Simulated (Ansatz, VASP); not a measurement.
Two plane-wave programs on WC

```xyz
2
Lattice="-0.0219 2.1817 2.1817 2.1817 -0.0219 2.1817 2.1817 2.1817 -0.0219" Properties=species:S:1:pos:R:3 pbc="T T T"
W     0.0000    0.0000    0.0000
C     2.1708    2.1708    2.1708
```

Alike in both runs: task single point; functional r2SCAN; k mesh 14 × 14 × 14; occupations fermi-dirac, width 0.1 eV; no spin polarisation.

|  | VASP | Ansatz |
| --- | --- | --- |
| version | VASP 6.6.1 | Ansatz 0.2.0 |
| potentials or method | VASP PAW PBE potentials, release 64 (W_sv, C), cutoff 520 eV | plane waves, PAW |
| valence electrons in the cell | 18 | 18 |

```tsv
	VASP	Ansatz	Ansatz less VASP
pressure (GPa)	-3.4	-5.0	-1.59
traceless stress, the component that is largest in VASP (GPa)	1.04	1.04	-0.007
```

VASP's potentials were made for PBE, not for r2SCAN. The functional is the same, so the differences come from potentials, cutoffs and numerics.

Neither program's run includes spin-orbit coupling.
